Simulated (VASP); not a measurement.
Here is a VASP 6.6.1 calculation.

Contents of INCAR:

```
PREC = Accurate
ENCUT = 600
EDIFF = 1E-7
ISMEAR = -1
SIGMA = 0.02
LREAL = False
LASPH = True
NELM = 120
ALGO = Normal
ISIF = 3
LWAVE = False
LCHARG = False
GGA = PE
IBRION = 2
NSW = 80
EDIFFG = -0.005
GGA_COMPAT = False
NELMIN = 4
```

File KPOINTS:

```
Automatic mesh
0
Gamma
  10 10 10
```

The input POSCAR:

```
Be2C
1.0
    0.0000000000      1.9596099521      1.9596099521
    1.9596099521      0.0000000000      1.9596099521
    1.9596099521      1.9596099521      0.0000000000
C Be
1 2
Direct
    0.0000000000      0.0000000000      0.0000000000
    0.2500000000      0.2500000000      0.2500000000
    0.7500000000      0.7500000000      0.7500000000
```

Potentials or basis: VASP PAW PBE potentials, release 64 (C, Be).

The run is started by

```console
$ cat potpaw_PBE.64/C/POTCAR potpaw_PBE.64/Be/POTCAR > POTCAR
$ mpirun -np 1 vasp_std > vasp.out
```

Task: What does it give for the relaxed volume?

Result: 6.77 Å³/atom.

Task: Predict the relaxed cell.

Result: a = 3.062 Å, b = 3.062 Å, c = 3.062 Å, α = 60.00°, β = 60.00°, γ = 60.00°.

Task: Estimate the band gap on the k mesh.

Result: 1.16 eV (least direct gap 4.13 eV).

Task: What does it give for the space group after relaxing (to 0.1 Å)?

Result: Fm-3m (No. 225).

Step by step:
```
step  energy change (eV)  largest force (eV/Å)  pressure (GPa)  volume (Å³)
   1              0.0000                0.0000          101.29        15.05
   2             -1.1340                0.0000          -20.66        23.07
   3             -1.3291                0.0000            0.76        20.24
   4             -1.3292                0.0000           -0.38        20.35
   5             -1.3293                0.0000            0.06        20.31
```

Caveat: the volume moved by over 15 % at a fixed basis, so the end points are rough. A k mesh can miss the band edges.
